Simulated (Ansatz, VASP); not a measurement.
## Two plane-wave programs on Ge

File INCAR:

```
SYSTEM = Ge
PREC = Accurate ; ENCUT = 500
EDIFF = 1E-6 ; ISMEAR = -1
SIGMA = 0.02 ; LREAL = .FALSE.
LASPH = .TRUE. ; NELM = 120
ALGO = Normal ; ISIF = 2
LWAVE = .FALSE. ; LCHARG = .FALSE.
GGA = PE ; NBANDS = 21
GGA_COMPAT = .FALSE.
```

File KPOINTS:

```
Automatic mesh
0
G
  8 8 8
  0 0 0
```

The input POSCAR:

```
Ge
1.0
    0.0766219575      2.8283892642      2.8283892642
    2.8283892642      0.0766219575      2.8283892642
    2.8283892642      2.8283892642      0.0766219575
Ge
2
Direct
    0.0017094592      0.0017094592      0.0017094592
    0.2482905408      0.2482905408      0.2482905408
```

Input for Ansatz:

```yaml
crystal:
  lattice:
    - [0.0766219575, 2.8283892642, 2.8283892642]
    - [2.8283892642, 0.0766219575, 2.8283892642]
    - [2.8283892642, 2.8283892642, 0.0766219575]
  atoms:
    - { symbol: Ge, position: [0.0017094592, 0.0017094592, 0.0017094592] }
    - { symbol: Ge, position: [0.2482905408, 0.2482905408, 0.2482905408] }
kpoints:
  mp_grid: { grid: [8, 8, 8] }
  band_path:
    path:
      - [0.0, 0.0, 0.0]
      - [0.5, 0.0, 0.5]
      - [0.625, 0.25, 0.625]
      - [0.375, 0.375, 0.75]
      - [0.5, 0.5, 0.5]
      - [0.5, 0.25, 0.75]
      - [0.0, 0.0, 0.5]
    npoints: 1
hamiltonian:
  xc: pbe
scf:
  occupations: { method: fermi_dirac, width: 0.02 }
  n_extra_bands: 4
output:
  forces: true
  stress: true
  eigenvalues: true
```

Change from the starting cell: epitaxial_111 strain -3.0%.

Alike in both runs: task single point; functional PBE; k mesh 8 × 8 × 8; occupations fermi-dirac, width 0.02 eV; no spin polarisation.

|  | VASP | Ansatz |
| --- | --- | --- |
| version | VASP 6.6.1 | Ansatz 0.2.0 |
| potentials or method | VASP PAW PBE potentials, release 64 (Ge_d) | plane waves, PAW |
| plane-wave cutoff (eV) | 500 | 420 |
| valence electrons in the cell | 28 | 28 |

```tsv
	VASP	Ansatz	Ansatz less VASP
pressure (GPa)	7.0	7.2	+0.13
traceless stress, the component that is largest in VASP (GPa)	-1.90	-1.90	+0.004
rms of the force components (eV/Å)	0.035	0.037	+0.0020
```

Atom by atom the forces differ by 0.002 eV/Å (rms over components).
